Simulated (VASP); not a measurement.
# Mg2C3 (P-3m1) in VASP: notebook

The runs below take Mg2C3 through single point, relaxation of cell and atoms, with PBE.

Program: VASP 6.6.1. These are calculated values, not measurements. Logs are shortened: lines on timing, memory, paths and dates and some standing lists are left out, and cuts for length are marked.

## (1) The cell of the first run

It takes space group P-3m1 (No. 164, trigonal). Conventional cell: a = 2.761 Å, b = 2.761 Å, c = 7.195 Å, α = 90.00°, β = 90.00°, γ = 120.00°. Within 2.9 Å of Mg (site symmetry 3m) lie 7 C at 2.18 to 2.46 Å and 6 Mg at 2.76 Å. Within 2.9 Å of C (site symmetry -3m) lie 6 Mg at 2.18 Å and 6 C at 2.76 Å. C (site symmetry 3m) has 3 C at 1.66 Å within 2.2 Å.

## (2) Single point, PBE

The input, INCAR:

```
PREC = Accurate ; ENCUT = 520
EDIFF = 1E-7 ; ISMEAR = 0
SIGMA = 0.1 ; LREAL = False
LASPH = True ; NELM = 60
ALGO = Normal ; ISIF = 2
LWAVE = False ; LCHARG = False
GGA = PE ; NBANDS = 16
```

The input, KPOINTS:

```
Automatic mesh
0
Gamma
  6 6 4
```

The input, POSCAR:

```
Mg2C3
1.0
    2.7608039338      0.0000000000      0.0000000000
   -1.3804019669      2.3909263415      0.0000000000
    0.0000000000      0.0000000000      7.1953707673
Mg C
2 3
Direct
    0.3333333333      0.6666666667      0.2074932935
    0.6666666667      0.3333333333      0.7925067065
    0.0000000000      0.0000000000      0.0000000000
    0.3333333333      0.6666666667      0.5316611342
    0.6666666667      0.3333333333      0.4683388658
```

Potentials or basis: VASP PAW PBE potentials, release 64 (Mg, C).

Run with:

```
cat potpaw_PBE.64/Mg/POTCAR potpaw_PBE.64/C/POTCAR > POTCAR
mpirun -np 1 vasp_std > vasp.out
```

OUTCAR:

```text
PREC = Accurate
   ENCUT = 520
   EDIFF = 1E-7
   ISMEAR = 0
   LREAL = False
   LASPH = True
   NELM = 60
   ISIF = 2
   GGA = PE

 ion  position               nearest neighbor table
   1  0.333  0.667  0.207-   3 2.18   3 2.18   3 2.18   4 2.33   5 2.46   5 2.46   5 2.46   2 3.38
                             2 3.38   2 3.38
   2  0.667  0.333  0.793-   3 2.18   3 2.18   3 2.18   5 2.33   4 2.46   4 2.46   4 2.46   1 3.38
                             1 3.38   1 3.38
   3  0.000  0.000  0.000-   1 2.18   2 2.18   1 2.18   2 2.18   2 2.18   1 2.18
   4  0.333  0.667  0.532-   5 1.66   5 1.66   5 1.66   1 2.33   2 2.46   2 2.46   2 2.46
   5  0.667  0.333  0.468-   4 1.66   4 1.66   4 1.66   2 2.33   1 2.46   1 2.46   1 2.46

  LATTYP: Found a hexagonal cell.
 ALAT       =     2.7608039338
 C/A-ratio  =     2.6062592418

  Lattice vectors:

 A1 = (   2.7608039338,   0.0000000000,   0.0000000000)
 A2 = (  -1.3804019669,   2.3909263415,   0.0000000000)
 A3 = (   0.0000000000,   0.0000000000,   7.1953707673)

Analysis of symmetry for initial positions (statically):
=====================================================================
 Subroutine PRICEL returns:
 Original cell was already a primitive cell.

 Routine SETGRP: Setting up the symmetry group for a
 hexagonal supercell.

 Subroutine GETGRP returns: Found 12 space group operations
 (whereof 12 operations were pure point group operations)
 out of a pool of 24 trial point group operations.

The static configuration has the point symmetry D_3d.

Analysis of symmetry for dynamics (positions and initial velocities):
=====================================================================
 Subroutine PRICEL returns:
 Original cell was already a primitive cell.

 Routine SETGRP: Setting up the symmetry group for a
 hexagonal supercell.

 Subroutine GETGRP returns: Found 12 space group operations
 (whereof 12 operations were pure point group operations)
 out of a pool of 24 trial point group operations.

The dynamic configuration has the point symmetry D_3d.

 Subroutine INISYM returns: Found 12 space group operations
 (whereof 12 operations are pure point group operations),
 and found     1 'primitive' translations

----------------------------------------------------------------------------------------

                                     Primitive cell

  volume of cell :      47.4958

  direct lattice vectors                    reciprocal lattice vectors
     2.760803934  0.000000000  0.000000000     0.362213335  0.209123966  0.000000000
    -1.380401967  2.390926342  0.000000000     0.000000000  0.418247933  0.000000000
     0.000000000  0.000000000  7.195370767     0.000000000  0.000000000  0.138978245

  length of vectors
     2.760803934  2.760803934  7.195370767     0.418247933  0.418247933  0.138978245

  position of ions in fractional coordinates (direct lattice)
     0.333333333  0.666666667  0.207493294
     0.666666667  0.333333333  0.792506706
     0.000000000  0.000000000  0.000000000
     0.333333333  0.666666667  0.531661134
     0.666666667  0.333333333  0.468338866

  ion indices of the primitive-cell ions
   primitive index   ion index
                 1           1
                 2           2
                 3           3
                 4           4
                 5           5

----------------------------------------------------------------------------------------

 KPOINTS: Automatic mesh

Automatic generation of k-mesh.
 Grid dimensions read from file:
 generate k-points for:    6    6    4

 Generating k-lattice:

  Cartesian coordinates                     Fractional coordinates (reciprocal lattice)
     0.060368889  0.034853994  0.000000000     0.166666667  0.000000000  0.000000000
     0.000000000  0.069707989  0.000000000     0.000000000  0.166666667  0.000000000
     0.000000000  0.000000000  0.034744561     0.000000000  0.000000000  0.250000000

  Length of vectors
     0.069707989  0.069707989  0.034744561

  Shift w.r.t. Gamma in fractional coordinates (k-lattice)
     0.000000000  0.000000000  0.000000000

 Subroutine IBZKPT returns following result:
 ===========================================

 Found     24 irreducible k-points:

 Following reciprocal coordinates:
            Coordinates               Weight
  0.000000  0.000000  0.000000      1.000000
  0.166667  0.000000  0.000000      6.000000
  0.333333  0.000000  0.000000      6.000000
  0.500000  0.000000  0.000000      3.000000
  0.166667  0.166667  0.000000      6.000000
  0.333333  0.166667  0.000000     12.000000
[... 16 lines left out ...]
  0.333333  0.166667  0.500000     12.000000
  0.333333  0.333333  0.500000      2.000000
   k-points           NKPTS =     24   k-points in BZ     NKDIM =     24   number of bands    NBANDS=     16
   number of dos      NEDOS =    301   number of ions     NIONS =      5
   total plane-waves  NPLWV =  31104
   dimension x,y,z NGX =    24 NGY =   24 NGZ =   54
   dimension x,y,z NGXF=    48 NGYF=   48 NGZF=  108
   ions per type =               2   3
   NGX,Y,Z   is equivalent  to a cutoff of  14.45, 14.45, 12.48 a.u.
   NGXF,Y,Z  is equivalent  to a cutoff of  28.90, 28.90, 24.95 a.u.
 SYSTEM =  unknown system
   PREC   = accura    normal or accurate (medium, high low for compatibility)
   ISTART =      0    job   : 0-new  1-cont  2-samecut
   ICHARG =      2    charge: 1-file 2-atom 10-const
   ISPIN  =      1    spin polarized calculation?
   LNONCOLLINEAR =      F non collinear calculations
   LSORBIT =      F    spin-orbit coupling
   LASPH  =      T    aspherical Exc in radial PAW
   ENCUT  =  520.0 eV  38.22 Ry    6.18 a.u.   5.13  5.13 13.38*2*pi/ulx,y,z
   NELM   =     60;   NELMIN=  2; NELMDL= -5     # of ELM steps
   EDIFF  = 0.1E-06   stopping-criterion for ELM
   LREAL  =      F    real-space projection
   EDIFFG = 0.1E-05   stopping-criterion for IOM
   NSW    =      0    number of steps for IOM
   IBRION =     -1    ionic relax: 0-MD 1-quasi-New 2-CG
   NFREE  =      0    steps in history (QN), initial steepest desc. (CG)
   ISIF   =      2    stress and relaxation
   ISYM   =      2    0-nonsym 1-usesym 2-fastsym
   POTIM  = 0.5000    time-step for ionic-motion
   TEBEG  =    0.0;   TEEND  =   0.0 temperature during run
   PSTRESS=    0.0 pullay stress
   NELECT =      16.0000    total number of electrons
   NUPDOWN=      -1.0000    fix difference up-down
   EMIN   =  10.00;   EMAX   =-10.00  energy-range for DOS
   EFERMI =   0.00;   METHOD = LEGACY
   ISMEAR =     0;   SIGMA  =   0.10  broadening in eV -4-tet -1-fermi 0-gaus
   EFERMI_NEDOS =   21; number of points for ismear=-14 and -15
   IALGO  =     38    algorithm
   IMIX   =      4    mixing-type and parameters
     AMIX     =   0.40;   BMIX     =  1.00
     AMIX_MAG =   1.60;   BMIX_MAG =  1.00
  volume/ion in A,a.u.               =       9.50        64.10
  Fermi-wavevector in a.u.,A,eV,Ry     =   1.139103  2.152593 17.654331  1.297557
  Thomas-Fermi vector in A             =   2.275807
   LORBIT       =      0    0 simple, 1 ext, 2 COOP (PROOUT), +10 PAW based schemes
   GGA     = PE    functional components
   LHFCALC =     F    Hartree Fock is set to
   AEXX    =    0.0000 exact exchange contribution
   IVDW    =     0    specifies the selected vdW correction
   LEPSILON=     F    determine dielectric tensor
   LRPA    =     F    only Hartree local field effects (RPA)
 non-spin polarized calculation
 Gauss-broadening in eV      SIGMA  =   0.10
  energy-cutoff  :      520.00
  volume of cell :       47.50
 maximum number of plane-waves:      1298
 NGX is ok and might be reduce to    24
   NGX = 11   NGY = 11   NGZ = 27

 number of electron      16.0000000 magnetization

 Free energy of the ion-electron system (eV)
  ---------------------------------------------------
  ext. energy  EPLUGINS =         0.00000000
  ---------------------------------------------------
  free energy    TOTEN  =       -26.39466242 eV

  energy without entropy =      -26.38535663  energy(sigma->0) =      -26.39000952

 E-fermi :   6.1392     XC(G=0): -11.2045

 val. band max:        6.1324750941   @ k =   0.0000   0.3333   0.2500
 cond. band min:       6.2010322615   @ k =   0.1667   0.1667   0.2500
 fundamental gap:      0.0685571674
 Fermi energy:         6.1391819174

 k-point     1 :       0.0000    0.0000    0.0000
  band No.  band energies     occupation
      1     -11.5752      2.00000
      2      -6.2420      2.00000
      3      -2.8434      2.00000
      4       1.9992      2.00000
      5       3.5330      2.00000
      6       3.5330      2.00000
[... 8 lines left out ...]
     15      18.5758      0.00000
     16      19.9122      0.00000

 k-point     2 :       0.1667    0.0000    0.0000
  band No.  band energies     occupation
      1     -11.0196      2.00000
      2      -5.6860      2.00000
      3      -2.2165      2.00000
      4       1.1321      2.00000
      5       2.4707      2.00000
      6       2.6838      2.00000
[... 8 lines left out ...]
     15      16.5409      0.00000
     16      18.6054      0.00000

 k-point     3 :       0.3333    0.0000    0.0000
  band No.  band energies     occupation
      1      -9.3983      2.00000
      2      -4.1491      2.00000
      3      -2.7926      2.00000
      4      -0.4206      2.00000
      5       1.4667      2.00000
      6       3.3791      2.00000
[... 8 lines left out ...]
     15      15.3727      0.00000
     16      17.2749      0.00000

 k-point     4 :       0.5000    0.0000    0.0000
  band No.  band energies     occupation
      1      -7.4773      2.00000
      2      -5.5890      2.00000
      3      -2.7408      2.00000
      4       0.9855      2.00000
      5       1.2896      2.00000
      6       1.6411      2.00000
[... 8 lines left out ...]
     15      15.2634      0.00000
     16      16.6440      0.00000

 k-point     5 :       0.1667    0.1667    0.0000
  band No.  band energies     occupation
      1      -9.9276      2.00000
      2      -4.6301      2.00000
      3      -1.3342      2.00000
      4      -0.9637      2.00000
      5       0.8613      2.00000
      6       3.2800      2.00000
[... 8 lines left out ...]
     15      16.6757      0.00000
     16      16.9086      0.00000

 k-point     6 :       0.3333    0.1667    0.0000
  band No.  band energies     occupation
      1      -7.8904      2.00000
      2      -4.4321      2.00000
      3      -2.9325      2.00000
      4      -0.5541      2.00000
      5       1.1827      2.00000
      6       2.3250      2.00000
[... 8 lines left out ...]
     15      15.6306      0.00000
     16      16.6513      0.00000
[... 267 lines left out ...]
 k-point    21 :       0.5000    0.0000    0.5000
  band No.  band energies     occupation
      1      -7.4759      2.00000
      2      -5.5830      2.00000
      3      -2.7728      2.00000
      4       0.8606      2.00000
      5       0.9856      2.00000
      6       2.2823      2.00000
[... 8 lines left out ...]
     15      15.3396      0.00000
     16      16.3769      0.00000

 k-point    22 :       0.1667    0.1667    0.5000
  band No.  band energies     occupation
      1      -9.9232      2.00000
      2      -4.7208      2.00000
      3      -1.3103      2.00000
      4      -0.4522      2.00000
      5       0.8456      2.00000
      6       2.0491      2.00000
[... 8 lines left out ...]
     15      15.5154      0.00000
     16      16.4315      0.00000

 k-point    23 :       0.3333    0.1667    0.5000
  band No.  band energies     occupation
      1      -7.8879      2.00000
      2      -4.4281      2.00000
      3      -2.9736      2.00000
      4      -0.5646      2.00000
      5       1.2751      2.00000
      6       2.5880      2.00000
[... 8 lines left out ...]
     15      15.6406      0.00000
     16      16.9529      0.00000

 k-point    24 :       0.3333    0.3333    0.5000
  band No.  band energies     occupation
      1      -5.8851      2.00000
      2      -5.8851      2.00000
      3      -2.2861      2.00000
      4      -2.1411      2.00000
      5       2.5837      2.00000
      6       2.5837      2.00000
[... 8 lines left out ...]
     15      15.6552      0.00000
     16      16.7353      0.00000

------------------------ aborting loop because EDIFF is reached ----------------------------------------

  FORCE on cell =-STRESS in cart. coord.  units (eV):
  Direction    XX          YY          ZZ          XY          YZ          ZX
  --------------------------------------------------------------------------------------
  -------------------------------------------------------------------------------------
  Total        0.0003635      0.0003635     -0.1014255     -0.0000000     -0.0000000      0.0000000
  in kB        0.0122626      0.0122626     -3.4213907     -0.0000000     -0.0000000      0.0000000
  external PRESSURE =      -1.1322885 kB  Pullay stress =       0.0000000 kB

 VOLUME and BASIS-vectors are now :
 -----------------------------------------------------------------------------
  energy-cutoff  :      520.00
  volume of cell :       47.50
      direct lattice vectors                 reciprocal lattice vectors
     2.760803934  0.000000000  0.000000000     0.362213335  0.209123966  0.000000000
    -1.380401967  2.390926342  0.000000000     0.000000000  0.418247933  0.000000000
     0.000000000  0.000000000  7.195370767     0.000000000  0.000000000  0.138978245

 POSITION                                       TOTAL-FORCE (eV/Angst)
 -----------------------------------------------------------------------------------
     -0.00000      1.59395      1.49299        -0.000000      0.000000      0.002072
      1.38040      0.79698      5.70238        -0.000000     -0.000000     -0.002072
      0.00000      0.00000      0.00000        -0.000000      0.000000      0.000000
     -0.00000      1.59395      3.82550         0.000000     -0.000000      0.001326
      1.38040      0.79698      3.36987        -0.000000      0.000000     -0.001326
 -----------------------------------------------------------------------------------
    total drift:                               -0.000000     -0.000000      0.000000

  FREE ENERGIE OF THE ION-ELECTRON SYSTEM (eV)
  ---------------------------------------------------
  free  energy   TOTEN  =       -26.3946624237 eV

  energy  without entropy=      -26.3853566253  energy(sigma->0) =      -26.39000952
```

Wall time 43 s (1 thread of Intel Xeon 8259CL, shared host); peak memory 0.18 GiB.

Results:

* Free energy: -26.3947 eV
* Pressure: -0.1 GPa
* Band gap on the k mesh: zero (bands 8 and 9 overlap by 4.86 eV)

Forces on the atoms (eV/Å):
```
Mg   0.000  0.000  0.002
Mg   0.000  0.000 -0.002
C    0.000  0.000  0.000
C    0.000  0.000  0.001
C    0.000  0.000 -0.001
```

Levels at points of the mesh, in eV from the Fermi level:
```
           k point  band 6  band 7  band 8  band 9  band 10  band 11
(0.00, 0.00, 0.00)   -2.61   -1.56    2.94    2.94     4.59     5.27
(0.50, 0.00, 0.00)   -4.50   -3.08   -0.98    1.27     2.97     4.49
(0.00, 0.00, 0.50)   -2.61    1.09    2.90    2.94     2.94     4.88
(0.50, 0.00, 0.50)   -3.86   -2.23   -2.22    1.27     3.21     3.31
```

Caveat: the k points lie up to 0.44 Å⁻¹ apart, too coarse for converged energies and pressures of a metal.

## (3) Relaxation of cell and atoms, PBE

This run uses another cell than the first one, of 12.64 Å³/atom.

The input, INCAR:

```
SYSTEM = Mg2C3
  PREC = Accurate
  ENCUT = 600
  EDIFF = 1E-6
  ISMEAR = 0
  SIGMA = 0.1
  LREAL = .False.
  LASPH = .True.
  NELM = 80
  ALGO = Normal
  ISIF = 3
  LWAVE = .False.
  LCHARG = .False.
  GGA = PE
  IBRION = 2
  NSW = 90
  EDIFFG = -0.04
```

The input, KPOINTS:

```
Automatic mesh
0
Gamma
  6 6 4
  0 0 0
```

The input, POSCAR:

```
Mg2C3
1.0
    3.6062397642      0.0000000000      0.0000000000
   -1.8031198821      3.1230952479      0.0000000000
    0.0000000000      0.0000000000      5.6107232880
Mg C
2 3
Direct
    0.3333333333      0.6666666667      0.2450000000
    0.6666666667      0.3333333333      0.7550000000
    0.0000000000      0.0000000000      0.0000000000
    0.3333333333      0.6666666667      0.6450000000
    0.6666666667      0.3333333333      0.3550000000
```

Potentials or basis: VASP PAW PBE potentials, release 64 (Mg, C).

Run with:

```
cat potpaw_PBE.64/Mg/POTCAR potpaw_PBE.64/C/POTCAR > POTCAR
mpirun -np 1 vasp_std > vasp.out
```

Wall time 13 min (1 thread of Intel Xeon 8259CL, shared host); peak memory 0.23 GiB.

Results (log left out):

- Free energy: -26.3966 eV
- Relaxed volume: 9.46 Å³/atom
- Relaxed cell: a = 2.761 Å, b = 2.761 Å, c = 7.164 Å, α = 90.00°, β = 90.00°, γ = 120.00°
- Space group after relaxing (to 0.1 Å): P-3m1 (No. 164)
- Energy gained by relaxing: 1189.0 meV/atom
- Ionic steps: 28
- Pressure after relaxing: 0.1 GPa
- Largest force after relaxing: 0.011 eV/Å
- Band gap on the k mesh: zero (bands 8 and 9 overlap by 4.85 eV)

Forces on the atoms (eV/Å):
```
Mg   0.000  0.000  0.011
Mg   0.000  0.000 -0.011
C    0.000  0.000  0.000
C    0.000  0.000  0.005
C    0.000  0.000 -0.005
```

Stress tensor (GPa, compression positive):
```
 0.24  0.00  0.00
 0.00  0.24  0.00
 0.00  0.00 -0.16
```

The path:
```tsv
step	energy change (eV)	largest force (eV/Å)	pressure (GPa)	volume (Å³)
1	0.0000	1.2435	-3.97	63.19
2	-0.3054	1.3497	-2.02	60.34
3	-0.5313	1.5196	5.72	54.37
4	-0.6530	0.5757	4.63	54.11
5	-0.6664	0.1149	4.35	53.97
6	-0.7000	0.0827	1.94	55.13
7	-0.7137	0.1913	-1.14	56.83
8	-0.7141	0.1697	-0.74	56.60
9	-0.7208	0.2498	-0.61	56.52
10	-0.7421	0.5088	-0.17	56.29
11	-0.8068	1.1437	0.79	55.77
12	-1.0735	2.6131	2.30	54.53
13	-2.0837	5.2811	4.69	51.37
14	-4.0444	5.1751	26.41	42.85
15	-3.9651	5.0137	30.16	42.25
16	-4.1155	4.8085	28.36	42.49
17	-4.5207	4.0547	23.25	43.20
18	-5.1903	3.6334	14.27	44.65
19	-5.8736	0.9619	0.00	47.63
20	-5.9097	0.5832	-2.97	48.43
21	-5.9107	0.5193	-3.46	48.57
22	-5.9194	0.4645	-2.93	48.37
23	-5.9376	0.2884	-1.23	47.79
24	-5.9352	0.3489	2.59	46.63
25	-5.9432	0.1711	0.39	47.27
26	-5.9432	0.1781	0.48	47.24
27	-5.9445	0.1045	0.31	47.27
28	-5.9452	0.0107	0.10	47.30
```

Final structure:
```
CELL_PARAMETERS angstrom
2.76110 0.00000 0.00000
-1.38055 2.39118 0.00000
0.00000 0.00000 7.16435
ATOMIC_POSITIONS crystal
Mg 0.33333 0.66667 0.20769
Mg 0.66667 0.33333 0.79231
C 0.00000 0.00000 0.00000
C 0.33333 0.66667 0.53195
C 0.66667 0.33333 0.46805
```

Levels at points of the mesh, in eV from the Fermi level:
```csv
k point,band 6,band 7,band 8,band 9,band 10,band 11
"(0.00, 0.00, 0.00)",-2.62,-1.53,2.90,2.90,4.56,5.24
"(0.50, 0.00, 0.00)",-4.52,-3.11,-0.99,1.24,2.95,4.54
"(0.00, 0.00, 0.50)",-2.62,1.12,2.91,2.91,2.99,4.87
"(0.50, 0.00, 0.50)",-3.87,-2.25,-2.23,1.24,3.23,3.28
```

Caveat: the volume moved by over 15 % at a fixed basis, so the end points are rough.

The gap in the log of VASP goes by the Fermi energy; the results here count the filled bands.